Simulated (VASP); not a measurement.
AlN: single point with r2SCAN

Crystal: AlN.

```
Al N
1.0
     0.06166    1.99978    1.99978
     1.99978    0.06166    1.99978
     1.99978    1.99978    0.06166
Al N
1 1
Direct
  0.00000 0.00000 0.00000
  0.50000 0.50000 0.50000
```

This cell differs from its parent crystal: epitaxial 111 strain -4.0%.

```yaml
Program: VASP 6.6.1
Task: single point
Functional: r2SCAN
Potentials_or_basis: VASP PAW PBE potentials, release 64 (Al, N)
Cutoff: 520 eV
k_mesh: 10 × 10 × 10
Occupations: gaussian, width 0.01 eV
Spin: no spin polarisation
Dipole_correction: no
Further_INCAR_settings: ALGO = Normal; EDIFF = 1e-06; NBANDS = 11
```

```json
{
 "Pressure": "23.5 GPa",
 "Band gap on the k mesh": "5.23 eV, indirect (least direct gap 7.32 eV)"
}
```

Stress tensor (GPa, compression positive):
```
 23.48 -12.25 -12.25
-12.25  23.48 -12.25
-12.25 -12.25  23.48
```

Levels at points of the mesh, in eV from the valence-band top:
```
           k point  band 1  band 2  band 3  band 4  band 5  band 6  band 7  band 8
(0.00, 0.00, 0.00)  -19.41   -0.75    0.00    0.00    7.32   12.14   13.44   13.44
(0.50, 0.00, 0.00)  -15.74   -9.12   -1.91   -1.44    6.87   11.89   12.39   15.70
(0.50, 0.50, 0.00)  -14.75   -8.36   -3.70   -3.00    5.23    6.44   16.00   19.81
(0.50, 0.50, 0.50)  -16.10   -9.59   -1.19   -1.19    7.92   13.16   13.16   15.04
```

Run time: 76 s on 1 thread of Intel Xeon 8259CL, on a shared host, peak memory 0.15 GiB.

Caveat: the cell differs from its parent crystal (epitaxial 111 strain -4.0%); the PAW data sets were made with another functional, which shifts forces and pressure a little. A k mesh can miss the band edges.
